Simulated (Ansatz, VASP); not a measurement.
C in VASP and in Ansatz

The input INCAR:

```
PREC = Accurate ; ENCUT = 520
EDIFF = 1E-6 ; ISMEAR = 0
SIGMA = 0.05 ; LREAL = False
LASPH = True ; NELM = 100
ALGO = Normal ; ISIF = 2
LWAVE = False ; LCHARG = False
NBANDS = 31
```

KPOINTS

```
Automatic mesh
0
Gamma
  12 12 12
```

POSCAR

```
C
1.0
    1.2456453765      0.7191736934      9.7924531144
   -1.2456453765      0.7191736934      9.7924531144
    0.0000000000     -1.4383473869      9.7924531144
C
10
Direct
    0.0248185524      0.0248185524      0.0248185524
    0.9751814476      0.9751814476      0.9751814476
    0.1086956498      0.1086956498      0.1086956498
    0.8913043502      0.8913043502      0.8913043502
    0.1583656632      0.1583656632      0.1583656632
    0.8416343368      0.8416343368      0.8416343368
    0.3748645768      0.3748645768      0.3748645768
    0.6251354232      0.6251354232      0.6251354232
    0.4253218689      0.4253218689      0.4253218689
    0.5746781311      0.5746781311      0.5746781311
```

Input for Ansatz:

```yaml
crystal:
  lattice:
    - [1.2456453765, 0.7191736934, 9.7924531144]
    - [-1.2456453765, 0.7191736934, 9.7924531144]
    - [0.0, -1.4383473869, 9.7924531144]
  atoms:
    - { symbol: C, position: [0.0248185524, 0.0248185524, 0.0248185524] }
    - { symbol: C, position: [0.9751814476, 0.9751814476, 0.9751814476] }
    - { symbol: C, position: [0.1086956498, 0.1086956498, 0.1086956498] }
    - { symbol: C, position: [0.8913043502, 0.8913043502, 0.8913043502] }
    - { symbol: C, position: [0.1583656632, 0.1583656632, 0.1583656632] }
    - { symbol: C, position: [0.8416343368, 0.8416343368, 0.8416343368] }
    - { symbol: C, position: [0.3748645768, 0.3748645768, 0.3748645768] }
    - { symbol: C, position: [0.6251354232, 0.6251354232, 0.6251354232] }
    - { symbol: C, position: [0.4253218689, 0.4253218689, 0.4253218689] }
    - { symbol: C, position: [0.5746781311, 0.5746781311, 0.5746781311] }
basis:
  ecutwfc: 420
kpoints:
  mp_grid: { grid: [12, 12, 12] }
hamiltonian:
  xc: lda
scf:
  occupations: { method: gaussian, width: 0.05 }
output:
  forces: true
  stress: true
  eigenvalues: true
  write_density: true
  write_potential: true
  elf: true
  volumetric_format: npy
```

Change from the starting cell: strain -0.0450 x Voigt [0, 0, 1, 0, 0, 0], atoms carried along.

Alike in both runs: task single point; functional LDA; k mesh 12 × 12 × 12; occupations gaussian, width 0.05 eV; no spin polarisation.

```csv
,VASP,Ansatz
version,VASP 6.6.1,Ansatz 0.2.0
potentials or method,"VASP PAW LDA potentials, release 64 (C), cutoff 520 eV","scalar-relativistic, plane waves, PAW"
valence electrons in the cell,40,40
```

|  | VASP | Ansatz | Ansatz less VASP |
| --- | --- | --- | --- |
| gap on the k mesh at the Fermi level (eV) | 4.08 | 4.09 | +0.009 |
| least direct gap on the mesh (eV) | 4.92 | 4.92 | +0.001 |
| pressure (GPa) | 26.9 | 25.0 | -1.89 |
| traceless stress, the component that is largest in VASP (GPa) | 45.27 | 45.09 | -0.186 |
| rms of the force components (eV/Å) | 0.252 | 0.245 | -0.0071 |

LDA's correlation is that of Perdew and Zunger in VASP and of Perdew and Wang (1992) in Ansatz. Atom by atom the forces differ by 0.007 eV/Å (rms over components).
